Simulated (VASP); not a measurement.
Here is a VASP 6.6.1 calculation.

Contents of INCAR:

```
SYSTEM = Ru
PREC = Accurate
ENCUT = 520
EDIFF = 1E-6
ISMEAR = 0
SIGMA = 0.15
LREAL = .False.
LASPH = .True.
NELM = 80
ALGO = Fast
ISIF = 2
LWAVE = .False.
LCHARG = .False.
GGA = PE
NBANDS = 13
```

The input KPOINTS:

```
regular mesh
0
Gamma
  20 20 20
  0 0 0
```

POSCAR

```
Ru
1.0
   -0.1333558828      1.9336602999      1.9336602999
    1.9336602999     -0.1333558828      1.9336602999
    1.9336602999      1.9336602999     -0.1333558828
Ru
1
Direct
    0.0000000000      0.0000000000      0.0000000000
```

Potentials or basis: VASP PAW PBE potentials, release 64 (Ru_pv).

Launch:

```sh
$ cat potpaw_PBE.64/Ru_pv/POTCAR > POTCAR
$ mpirun -np 1 vasp_std > vasp.out
```

(1) Predict the band gap on the k mesh.

(2) What does it give for the pressure?

Results:

(1) zero (band 7 reaches 11.68 eV, above the bottom of band 8 at 8.84 eV).

(2) -28.1 GPa.
